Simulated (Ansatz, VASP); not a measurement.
BN in VASP and in Ansatz

File INCAR:

```
PREC = Accurate
ENCUT = 520
EDIFF = 1E-7
ISMEAR = 0
SIGMA = 0.05
LREAL = F
LASPH = T
NELM = 60
ALGO = Normal
ISIF = 2
LWAVE = F
LCHARG = F
GGA = PE
NBANDS = 36
```

KPOINTS

```
regular mesh
0
Gamma
  10 10 2
```

File POSCAR:

```
BN
1.0
   -2.5539396017      0.0000000000      0.0000000000
    1.2769698009     -2.2117765748      0.0000000000
   -1.9154547013      1.1058882874     12.6805650000
B N
6 6
Direct
    0.2188126667      0.7811873333      0.2290413333
    0.0521460000      0.9478540000      0.5623746667
   -0.1145206667      1.1145206667      0.8957080000
    0.6354793333      0.3645206667      0.0623746667
    0.4688126667      0.5311873333      0.3957080000
    0.3021460000      0.6978540000      0.7290413333
    0.2812206667      0.7187793333      0.1042253333
    0.1145540000      0.8854460000      0.4375586667
   -0.0521126667      1.0521126667      0.7708920000
    0.1978873333      0.8021126667      0.9375586667
    0.5312206667      0.4687793333      0.2708920000
    0.3645540000      0.6354460000      0.6042253333
```

Input for Ansatz:

```yaml
crystal:
  lattice:
    - [-2.5539396017, 0.0, 0.0]
    - [1.2769698009, -2.2117765748, 0.0]
    - [-1.9154547013, 1.1058882874, 12.680565]
  atoms:
    - { symbol: B, position: [0.2188126667, 0.7811873333, 0.2290413333] }
    - { symbol: B, position: [0.052146, 0.947854, 0.5623746667] }
    - { symbol: B, position: [-0.1145206667, 1.1145206667, 0.895708] }
    - { symbol: B, position: [0.6354793333, 0.3645206667, 0.0623746667] }
    - { symbol: B, position: [0.4688126667, 0.5311873333, 0.395708] }
    - { symbol: B, position: [0.302146, 0.697854, 0.7290413333] }
    - { symbol: "N", position: [0.2812206667, 0.7187793333, 0.1042253333] }
    - { symbol: "N", position: [0.114554, 0.885446, 0.4375586667] }
    - { symbol: "N", position: [-0.0521126667, 1.0521126667, 0.770892] }
    - { symbol: "N", position: [0.1978873333, 0.8021126667, 0.9375586667] }
    - { symbol: "N", position: [0.5312206667, 0.4687793333, 0.270892] }
    - { symbol: "N", position: [0.364554, 0.635446, 0.6042253333] }
basis:
  ecutwfc: 420
kpoints:
  mp_grid: { grid: [10, 10, 2] }
hamiltonian:
  xc: pbe
scf:
  occupations: { method: gaussian, width: 0.05 }
output:
  forces: true
  stress: true
  eigenvalues: true
```

Alike in both runs: task single point; functional PBE; k mesh 10 × 10 × 2; occupations gaussian, width 0.05 eV; no spin polarisation.

|  | VASP | Ansatz |
| --- | --- | --- |
| version | VASP 6.6.1 | Ansatz 0.2.0 |
| potentials or method | VASP PAW PBE potentials, release 64 (B, N), cutoff 520 eV | scalar-relativistic, plane waves, PAW |
| valence electrons in the cell | 48 | 48 |

|  | VASP | Ansatz | Ansatz less VASP |
| --- | --- | --- | --- |
| gap on the k mesh at the Fermi level (eV) | 2.66 | 2.66 | +0.003 |
| least direct gap on the mesh (eV) | 3.51 | 3.52 | +0.007 |
| pressure (GPa) | 1.4 | 1.2 | -0.22 |
| traceless stress, the component that is largest in VASP (GPa) | 10.82 | 10.89 | +0.073 |
| rms of the force components (eV/Å) | 0.574 | 0.575 | +0.0012 |

Atom by atom the forces differ by 0.003 eV/Å (rms over components).
